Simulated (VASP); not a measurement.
Set up this calculation in VASP 6.6.1, as the native input.

| Quantity | Value |
| --- | --- |
| Task | relaxation of shape and atoms at fixed volume |
| Functional | PBEsol |
| Potentials or basis | VASP PAW PBE potentials, release 64 (Sc_sv) |
| Cutoff | 600 eV |
| k mesh | 15 × 15 × 8 |
| Occupations | fermi-dirac, width 0.1 eV |
| Spin | no spin polarisation |
| Dipole correction | no |
| Further INCAR settings | ALGO = Normal; EDIFF = 1e-06; IBRION = 2; EDIFFG = -0.005; NSW = 50; ISIF = 4 |

The structure of Sc lies in POSCAR:

```
Sc
1.0
    2.8808723214      0.0000000000      0.0000000000
   -1.4404361607      2.4949086154      0.0000000000
    0.0000000000      0.0000000000      4.4892628083
Sc
2
Direct
    0.3333333333      0.6666666667      0.2500000000
    0.6666666667      0.3333333333      0.7500000000
```

These files were run (other wordings do the same):

INCAR

```
SYSTEM = Sc
PREC = Accurate ; ENCUT = 600
EDIFF = 1E-6 ; ISMEAR = -1
SIGMA = 0.1 ; LREAL = .FALSE.
LASPH = .TRUE. ; NELM = 60
ALGO = Normal ; ISIF = 4
LWAVE = .FALSE. ; LCHARG = .FALSE.
GGA = PS ; IBRION = 2
NSW = 50 ; EDIFFG = -0.005
```

KPOINTS

```
Automatic mesh
0
G
  15 15 8
  0 0 0
```

Potentials or basis: VASP PAW PBE potentials, release 64 (Sc_sv).

Launch:

```sh
$ cat potpaw_PBE.64/Sc_sv/POTCAR > POTCAR
$ mpirun -np 1 vasp_std > vasp.out
```

Results of the run:

```yaml
Pressure_after_relaxing: 39.0 GPa
Band_gap_on_the_k_mesh: zero (band 11 reaches 8.45 eV, above the bottom of band 12 at 5.85 eV)
```

Caveat: the relaxation stopped at its first step, so nothing moved; the PAW data sets were made with another functional, which shifts forces and pressure a little.

Wall time 44 s on 1 thread of Intel Xeon 6975P-C, with other jobs on the host, peak memory 0.2 GiB.
